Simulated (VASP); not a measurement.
# BaTiO3 in VASP: further runs

Runs on BaTiO3. Level: r2SCAN. Tasks: single point.

Program: VASP 6.6.1. These are calculated values, not measurements. Logs are shortened: lines on timing, memory, paths and dates and some standing lists are left out, and cuts for length are marked.

**1. The cell of the first run**

The typed cell holds 5 atoms: a = 3.933 Å, b = 3.932 Å, c = 3.932 Å, α = 89.97°, β = 90.03°, γ = 90.03°.

**2. Single point, r2SCAN**

File POSCAR:

```
BaTiO3
1.0
    3.9326501282     -0.0009533812     -0.0009468167
   -0.0009533812      3.9324550051      0.0009224343
   -0.0009468167      0.0009224343      3.9320907947
Ba Ti O
1 1 3
Direct
    0.4974936646      0.5024695195      0.5024174224
    0.9912378378      0.0086661301      1.0084951777
    0.5054960274     -0.0028483433     -0.0027933669
    0.0028835326      0.4945715959     -0.0027975455
    0.0028889376      0.9971410977      0.4946783223
```

File INCAR.step1:

```
SYSTEM = BaTiO3
PREC = Accurate ; ENCUT = 520
ISMEAR = -1 ; SIGMA = 0.05
LREAL = .False. ; LASPH = .True.
NELM = 100 ; NBANDS = 28
GGA = PE ; ALGO = Normal
EDIFF = 1E-4 ; LWAVE = .True.
LCHARG = .False.
```

File INCAR.step2:

```
SYSTEM = BaTiO3
PREC = Accurate ; ENCUT = 520
EDIFF = 1E-6 ; ISMEAR = -1
SIGMA = 0.05 ; LREAL = .False.
LASPH = .True. ; NELM = 100
ALGO = Normal ; ISIF = 2
LWAVE = .False. ; LCHARG = .False.
METAGGA = R2SCAN ; LMIXTAU = .True.
NBANDS = 28 ; ISTART = 1
```

File KPOINTS:

```
Automatic mesh
0
Gamma
  7 7 7
  0 0 0
```

Potentials or basis: VASP PAW PBE potentials, release 64 (Ba_sv, Ti_sv, O).

The run is started by

```sh
$ cat potpaw_PBE.64/Ba_sv/POTCAR potpaw_PBE.64/Ti_sv/POTCAR potpaw_PBE.64/O/POTCAR > POTCAR
$ cp INCAR.step1 INCAR
$ mpirun -np 1 vasp_std > vasp.out
$ cp INCAR.step2 INCAR
$ mpirun -np 1 vasp_std > vasp.out
```

OUTCAR:

```text
SYSTEM = BaTiO3
   PREC = Accurate
   ENCUT = 520
   EDIFF = 1E-6
   ISMEAR = -1
   LREAL = .False.
   LASPH = .True.
   NELM = 100
   ISIF = 2
   METAGGA = R2SCAN
   ISTART = 1

 ion  position               nearest neighbor table
   1  0.497  0.502  0.502-   5 2.75   4 2.75   3 2.75   4 2.78   3 2.78   5 2.78   3 2.78   5 2.78
                             4 2.78   3 2.81   4 2.81   5 2.81   2 3.37   2 3.39   2 3.39   2 3.39
   2  0.991  0.009  0.008-   3 1.91   4 1.91   5 1.91   5 2.02   4 2.02   3 2.02   1 3.37   1 3.39
                             1 3.39   1 3.39   1 3.42   1 3.42   1 3.42   1 3.45
   3  0.505  0.997  0.997-   2 1.91   2 2.02   1 2.75   1 2.78   1 2.78   1 2.81
   4  0.003  0.495  0.997-   2 1.91   2 2.02   1 2.75   1 2.78   1 2.78   1 2.81
   5  0.003  0.997  0.495-   2 1.91   2 2.02   1 2.75   1 2.78   1 2.78   1 2.81

  LATTYP: Found a triclinic cell.
 ALAT       =     5.5597691529
 B/A-ratio  =     0.7073054871
 C/A-ratio  =     1.0000186157
 COS(alpha) =     0.0000111548
 COS(beta)  =     0.4999460420
 COS(gamma) =     0.7069736365

  Lattice vectors:

 A1 = (   0.0000065645,  -3.9315325708,   3.9311683604)
 A2 = (   0.0009533812,  -3.9324550051,  -0.0009224343)
 A3 = (   3.9317033115,  -0.0000309469,   3.9311439780)

Analysis of symmetry for initial positions (statically):
=====================================================================
 Subroutine PRICEL returns:
 Original cell was already a primitive cell.

 Routine SETGRP: Setting up the symmetry group for a
 triclinic supercell.

 Subroutine GETGRP returns: Found  1 space group operations
 (whereof  1 operations were pure point group operations)
 out of a pool of  2 trial point group operations.

The static configuration has the point symmetry C_1 .

Analysis of symmetry for dynamics (positions and initial velocities):
=====================================================================
 Subroutine PRICEL returns:
 Original cell was already a primitive cell.

 Routine SETGRP: Setting up the symmetry group for a
 triclinic supercell.

 Subroutine GETGRP returns: Found  1 space group operations
 (whereof  1 operations were pure point group operations)
 out of a pool of  2 trial point group operations.

The dynamic configuration has the point symmetry C_1 .

 Subroutine INISYM returns: Found  1 space group operations
 (whereof  1 operations are pure point group operations),
 and found     1 'primitive' translations

----------------------------------------------------------------------------------------

                                     Primitive cell

  volume of cell :      60.8097

  direct lattice vectors                    reciprocal lattice vectors
     3.932650128 -0.000953381 -0.000946817     0.254281486  0.000061633  0.000061215
    -0.000953381  3.932455005  0.000922434     0.000061633  0.254294102 -0.000059640
    -0.000946817  0.000922434  3.932090795     0.000061215 -0.000059640  0.254317656

  length of vectors
     3.932650358  3.932455229  3.932091017     0.254281500  0.254294116  0.254317670

  position of ions in fractional coordinates (direct lattice)
     0.497493665  0.502469519  0.502417422
     0.991237838  0.008666130  0.008495178
     0.505496027  0.997151657  0.997206633
     0.002883533  0.494571596  0.997202454
     0.002888938  0.997141098  0.494678322

  ion indices of the primitive-cell ions
   primitive index   ion index
                 1           1
                 2           2
                 3           3
                 4           4
                 5           5

----------------------------------------------------------------------------------------

 KPOINTS: Automatic mesh

Automatic generation of k-mesh.
 Grid dimensions read from file:
 generate k-points for:    7    7    7

 Generating k-lattice:

  Cartesian coordinates                     Fractional coordinates (reciprocal lattice)
     0.036325927  0.000008805  0.000008745     0.142857143 -0.000000000  0.000000000
     0.000008805  0.036327729 -0.000008520    -0.000000000  0.142857143  0.000000000
     0.000008745 -0.000008520  0.036331094    -0.000000000 -0.000000000  0.142857143

  Length of vectors
     0.036325929  0.036327731  0.036331096

  Shift w.r.t. Gamma in fractional coordinates (k-lattice)
     0.000000000  0.000000000  0.000000000

 Subroutine IBZKPT returns following result:
 ===========================================

 Found    172 irreducible k-points:

 Following reciprocal coordinates:
            Coordinates               Weight
  0.000000  0.000000  0.000000      1.000000
  0.142857  0.000000  0.000000      2.000000
  0.285714  0.000000  0.000000      2.000000
  0.428571 -0.000000  0.000000      2.000000
 -0.000000  0.142857  0.000000      2.000000
  0.142857  0.142857  0.000000      2.000000
[... 16 lines left out ...]
 -0.428571  0.428571  0.000000      2.000000
 -0.285714  0.428571 -0.000000      2.000000
 [... further k-points ...]
   k-points           NKPTS =    172   k-points in BZ     NKDIM =    172   number of bands    NBANDS=     28
   number of dos      NEDOS =    301   number of ions     NIONS =      5
   total plane-waves  NPLWV =  27000
   dimension x,y,z NGX =    30 NGY =   30 NGZ =   30
   dimension x,y,z NGXF=    60 NGYF=   60 NGZF=   60
   ions per type =               1   1   3
   NGX,Y,Z   is equivalent  to a cutoff of  12.68, 12.68, 12.68 a.u.
   NGXF,Y,Z  is equivalent  to a cutoff of  25.36, 25.37, 25.37 a.u.
 SYSTEM =  BaTiO3
   PREC   = accura    normal or accurate (medium, high low for compatibility)
   ISTART =      1    job   : 0-new  1-cont  2-samecut
   ICHARG =      0    charge: 1-file 2-atom 10-const
   ISPIN  =      1    spin polarized calculation?
   LNONCOLLINEAR =      F non collinear calculations
   LSORBIT =      F    spin-orbit coupling
   LASPH  =      T    aspherical Exc in radial PAW
   ENCUT  =  520.0 eV  38.22 Ry    6.18 a.u.   7.31  7.31  7.31*2*pi/ulx,y,z
   NELM   =    100;   NELMIN=  2; NELMDL=  0     # of ELM steps
   EDIFF  = 0.1E-05   stopping-criterion for ELM
   LREAL  =      F    real-space projection
   EDIFFG = 0.1E-04   stopping-criterion for IOM
   NSW    =      0    number of steps for IOM
   IBRION =     -1    ionic relax: 0-MD 1-quasi-New 2-CG
   NFREE  =      0    steps in history (QN), initial steepest desc. (CG)
   ISIF   =      2    stress and relaxation
   ISYM   =      2    0-nonsym 1-usesym 2-fastsym
   POTIM  = 0.5000    time-step for ionic-motion
   TEBEG  =    0.0;   TEEND  =   0.0 temperature during run
   PSTRESS=    0.0 pullay stress
   NELECT =      40.0000    total number of electrons
   NUPDOWN=      -1.0000    fix difference up-down
   EMIN   =  10.00;   EMAX   =-10.00  energy-range for DOS
   EFERMI =   0.00;   METHOD = LEGACY
   ISMEAR =    -1;   SIGMA  =   0.05  broadening in eV -4-tet -1-fermi 0-gaus
   EFERMI_NEDOS =   21; number of points for ismear=-14 and -15
   IALGO  =     38    algorithm
   IMIX   =      4    mixing-type and parameters
     AMIX     =   0.40;   BMIX     =  1.00
     AMIX_MAG =   1.60;   BMIX_MAG =  1.00
  volume/ion in A,a.u.               =      12.16        82.07
  Fermi-wavevector in a.u.,A,eV,Ry     =   1.423762  2.690520 27.580336  2.027097
  Thomas-Fermi vector in A             =   2.544325
   LORBIT       =      0    0 simple, 1 ext, 2 COOP (PROOUT), +10 PAW based schemes
   METAGGA = R2SCAN    functional components
   LHFCALC =     F    Hartree Fock is set to
   AEXX    =    0.0000 exact exchange contribution
   IVDW    =     0    specifies the selected vdW correction
   LEPSILON=     F    determine dielectric tensor
   LRPA    =     F    only Hartree local field effects (RPA)
 non-spin polarized calculation
  energy-cutoff  :      520.00
  volume of cell :       60.81
 maximum number of plane-waves:      1655
 NGX is ok and might be reduce to    30
   NGX = 15   NGY = 15   NGZ = 15

 number of electron      40.0000008 magnetization

 Free energy of the ion-electron system (eV)
  ---------------------------------------------------
  ext. energy  EPLUGINS =         0.00000000
  ---------------------------------------------------
  free energy    TOTEN  =       -74.10308216 eV

  energy without entropy =      -74.10308216  energy(sigma->0) =      -74.10308216

 E-fermi :   5.0680     XC(G=0): -12.2205

 val. band max:        3.8701651310   @ k =  -0.4286   0.4286   0.4286
 cond. band min:       6.3387473993   @ k =   0.0000   0.0000   0.0000
 fundamental gap:      2.4685822683
 Fermi energy:         5.0679537146

 k-point     1 :       0.0000    0.0000    0.0000
  band No.  band energies     occupation
      1     -54.6150      2.00000
      2     -29.8172      2.00000
      3     -29.8169      2.00000
      4     -29.8150      2.00000
      5     -21.4192      2.00000
      6     -14.0181      2.00000
[... 20 lines left out ...]
     27       9.6183      0.00000
     28      12.8883      0.00000

 k-point     2 :       0.1429    0.0000    0.0000
  band No.  band energies     occupation
      1     -54.6147      2.00000
      2     -29.8311      2.00000
      3     -29.8164      2.00000
      4     -29.8150      2.00000
      5     -21.3875      2.00000
      6     -14.0452      2.00000
[... 20 lines left out ...]
     27      10.0564      0.00000
     28      13.3873      0.00000

 k-point     3 :       0.2857    0.0000    0.0000
  band No.  band energies     occupation
      1     -54.6141      2.00000
      2     -29.8634      2.00000
      3     -29.8152      2.00000
      4     -29.8138      2.00000
      5     -21.3145      2.00000
      6     -14.1886      2.00000
[... 20 lines left out ...]
     27      11.1751      0.00000
     28      13.2167      0.00000

 k-point     4 :       0.4286   -0.0000    0.0000
  band No.  band energies     occupation
      1     -54.6136      2.00000
      2     -29.8891      2.00000
      3     -29.8143      2.00000
      4     -29.8129      2.00000
      5     -21.2541      2.00000
      6     -14.3384      2.00000
[... 578 lines left out ...]
     27      13.0400      0.00000
     28      14.8157      0.00000

 k-point    23 :      -0.4286    0.4286    0.0000
  band No.  band energies     occupation
      1     -54.6121      2.00000
      2     -29.8851      2.00000
      3     -29.8839      2.00000
      4     -29.8109      2.00000
      5     -21.1524      2.00000
      6     -13.8175      2.00000
[... 20 lines left out ...]
     27      13.0397      0.00000
     28      14.8205      0.00000

 k-point    24 :      -0.2857    0.4286   -0.0000
  band No.  band energies     occupation
      1     -54.6126      2.00000
      2     -29.8860      2.00000
      3     -29.8595      2.00000
      4     -29.8118      2.00000
      5     -21.1893      2.00000
      6     -14.0061      2.00000
[... 20 lines left out ...]
     27      13.4755      0.00000
     28      13.8500      0.00000

 [... further k-points ...]
[... 5 lines left out ...]
  --------------------------------------------------------------------------------------
  -------------------------------------------------------------------------------------
  Total        4.7063660      4.7062796      4.7071624      0.0011094     -0.0011138      0.0015069
  in kB      124.0005867    123.9983109    124.0215716      0.0292291     -0.0293447      0.0397033
  external PRESSURE =     124.0068231 kB  Pullay stress =       0.0000000 kB

 VOLUME and BASIS-vectors are now :
 -----------------------------------------------------------------------------
  energy-cutoff  :      520.00
  volume of cell :       60.81
      direct lattice vectors                 reciprocal lattice vectors
     3.932650128 -0.000953381 -0.000946817     0.254281486  0.000061633  0.000061215
    -0.000953381  3.932455005  0.000922434     0.000061633  0.254294102 -0.000059640
    -0.000946817  0.000922434  3.932090795     0.000061215 -0.000059640  0.254317656

 POSITION                                       TOTAL-FORCE (eV/Angst)
 -----------------------------------------------------------------------------------
      1.95551      1.97593      1.97554         0.008472     -0.008044     -0.007825
      3.89818      0.03314      0.03247         0.053871     -0.053288     -0.052083
      1.98604      3.92169      3.92155        -0.048292      0.006971      0.006672
      0.00992      1.94580      3.92154        -0.007048      0.047399      0.006688
      0.00994      3.92167      1.94604        -0.007002      0.006962      0.046548
 -----------------------------------------------------------------------------------
    total drift:                                0.006443     -0.006383     -0.006277

  FREE ENERGIE OF THE ION-ELECTRON SYSTEM (eV)
  ---------------------------------------------------
  free  energy   TOTEN  =       -74.1030821565 eV

  energy  without entropy=      -74.1030821565  energy(sigma->0) =      -74.10308216
```

Run time: 6.8 min. Hardware: 1 thread of Intel Xeon 6975P-C (Granite Rapids), shared host; peak memory 0.38 GiB.

Results:

| Property | Result |
| --- | --- |
| Free energy | -74.1031 eV |
| Pressure | 12.4 GPa |
| Largest force | 0.092 eV/Å |
| Band gap on the k mesh | 2.47 eV, indirect (least direct gap 2.56 eV) |

Forces on the atoms (eV/Å):
```
Ba   0.008 -0.008 -0.008
Ti   0.054 -0.053 -0.052
O   -0.048  0.007  0.007
O   -0.007  0.047  0.007
O   -0.007  0.007  0.047
```

Levels at points of the mesh, in eV from the valence-band top:
| k point | band 16 | band 17 | band 18 | band 19 | band 20 | band 21 | band 22 | band 23 | band 24 | band 25 |
| --- | --- | --- | --- | --- | --- | --- | --- | --- | --- | --- |
| (0.00, 0.00, 0.00) | -1.19 | -1.14 | -0.13 | -0.09 | -0.09 | 2.47 | 2.47 | 2.51 | 4.76 | 4.76 |

Caveat: the PAW data sets were made with another functional, which shifts forces and pressure a little; spin-orbit coupling is left out, which moves the levels of the heavy elements. r2SCAN opens gaps a little over a GGA but as a rule still falls short of measured ones.

(Part 1 of 2 ends here.)
